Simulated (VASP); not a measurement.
Here is a VASP 6.6.1 calculation.

Contents of INCAR:

```
ALGO     = Fast           # electronic algorithm
EDIFF    = 1E-6           # SCF threshold, eV
ENCUT    = 520            # plane-wave cutoff, eV
GGA      = PE             # functional
ISIF     = 2              # what is computed and relaxed
ISMEAR   = 0              # smearing method
LASPH    = True           # aspherical terms in the spheres
LCHARG   = False          # write CHGCAR
LREAL    = False          # projectors in reciprocal space
LWAVE    = False          # write WAVECAR
NBANDS   = 18             # bands
NELM     = 100            # most SCF steps
PREC     = Accurate       # precision mode
SIGMA    = 0.1            # smearing width, eV
```

File KPOINTS:

```
k-points
0
Gamma
  14 14 14
```

POSCAR

```
Be3V
1.0
    3.3626989281      0.0000000000      0.0000000000
    0.0000000000      3.3626989281      0.0000000000
    0.0000000000      0.0000000000      3.3626989281
Be V
3 1
Direct
    0.5000000000      0.0000000000      0.0000000000
    0.0000000000      0.5000000000      0.0000000000
    0.0000000000      0.0000000000      0.5000000000
    0.5000000000      0.5000000000      0.5000000000
```

Potentials or basis: VASP PAW PBE potentials, release 64 (Be, V_sv).

Launch:

```sh
$ cat potpaw_PBE.64/Be/POTCAR potpaw_PBE.64/V_sv/POTCAR > POTCAR
$ mpirun -np 1 vasp_std > vasp.out
```

(1) Estimate the pressure.

(2) What does it give for the band gap on the k mesh?

Results:

(1) 0.2 GPa.

(2) zero (an odd number of electrons rules out a gap without spin polarisation).
